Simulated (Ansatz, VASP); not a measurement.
BaTe: VASP beside Ansatz

INCAR

```
SYSTEM = BaTe
  PREC = Accurate
  ENCUT = 520
  EDIFF = 1E-7
  ISMEAR = -1
  SIGMA = 0.02
  LREAL = .False.
  LASPH = .True.
  NELM = 80
  ALGO = Normal
  ISIF = 2
  LWAVE = .False.
  LCHARG = .False.
  GGA = PE
  NBANDS = 15
```

KPOINTS

```
regular mesh
0
Gamma
  6 6 6
  0 0 0
```

Contents of POSCAR:

```
BaTe
1.0
    0.0000000000      3.5719495752      3.5323868426
    3.5719495752      0.0000000000      3.5323868426
    3.5719495752      3.5719495752      0.0000000000
Ba Te
1 1
Direct
    0.0000000000      0.0000000000      0.0000000000
    0.5000000000      0.5000000000      0.5000000000
```

Input for Ansatz:

```yaml
crystal:
  lattice:
    - [0.0, 3.5719495752, 3.5323868426]
    - [3.5719495752, 0.0, 3.5323868426]
    - [3.5719495752, 3.5719495752, 0.0]
  atoms:
    - { symbol: Ba, position: [0.0, 0.0, 0.0] }
    - { symbol: Te, position: [0.5, 0.5, 0.5] }
kpoints:
  mp_grid: { grid: [6, 6, 6] }
  band_path:
    path:
      - [0.0, 0.0, 0.0]
      - [0.5, 0.0, 0.5]
      - [0.625, 0.25, 0.625]
      - [0.375, 0.375, 0.75]
      - [0.5, 0.5, 0.5]
      - [0.5, 0.25, 0.75]
      - [0.5, 0.5, 0.0]
    npoints: 1
hamiltonian:
  xc: pbe
scf:
  occupations: { method: fermi_dirac, width: 0.02 }
  n_extra_bands: 4
output:
  forces: true
  stress: true
  eigenvalues: true
```

Change from the starting cell: biaxial_xy strain +1.1%.

Alike in both runs: task single point; functional PBE; k mesh 6 × 6 × 6; occupations fermi-dirac, width 0.02 eV; no spin polarisation.

|  | VASP | Ansatz |
| --- | --- | --- |
| version | VASP 6.6.1 | Ansatz 0.2.0 |
| potentials or method | VASP PAW PBE potentials, release 64 (Ba_sv, Te) | plane waves, PAW |
| plane-wave cutoff (eV) | 520 | 420 |
| valence electrons in the cell | 16 | 26 |

```csv
,VASP,Ansatz,Ansatz less VASP
gap on the k mesh at the Fermi level (eV),1.61,1.68,+0.075
pressure (GPa),-0.3,-0.6,-0.28
"traceless stress, the component that is largest in VASP (GPa)",0.41,0.39,-0.025
```

The functional is the same, so the differences come from potentials, cutoffs and numerics. VASP's potentials hold 16 valence electrons a cell and Ansatz's 26, so a difference there can come from the potentials and not from the codes.

Neither program's run includes spin-orbit coupling.
